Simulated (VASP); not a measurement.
A run of VASP 6.6.1:

The input INCAR:

```
SYSTEM = Co
  PREC = Accurate
  ENCUT = 520
  EDIFF = 1E-7
  ISMEAR = -1
  SIGMA = 0.05
  LREAL = .FALSE.
  LASPH = .TRUE.
  NELM = 150
  ALGO = Normal
  ISIF = 2
  LWAVE = .FALSE.
  LCHARG = .FALSE.
  ISPIN = 2
  MAGMOM = 1.816
  LORBIT = 11
  LMAXMIX = 4
  GGA = B5
  ALDAX = 1.0
  AGGAX = 1.0
  AGGAC = 1.0
  ALDAC = 0.0
  NBANDS = 14
```

The input KPOINTS:

```
Automatic mesh
0
G
  17 17 17
  0 0 0
```

The input POSCAR:

```
Co
1.0
   -1.4638879007      1.4638879007      1.4638879007
    1.4638879007     -1.4638879007      1.4638879007
    1.4638879007      1.4638879007     -1.4638879007
Co
1
Direct
    0.0000000000      0.0000000000      0.0000000000
```

Potentials or basis: VASP PAW PBE potentials, release 64 (Co).

The run is started by

```sh
$ cat potpaw_PBE.64/Co/POTCAR > POTCAR
$ mpirun -np 1 vasp_std > vasp.out
```

Hardware: 1 thread of Intel(R) Xeon(R) Platinum 8488C (Sapphire Rapids), with other jobs on the host.

Task: Estimate the wall time of this run.

Result: It took 52 s on 1 thread of Intel(R) Xeon(R) Platinum 8488C (Sapphire Rapids), on a shared host, peak memory 0.17 GiB. Counts: scf iterations 15, k points 165.
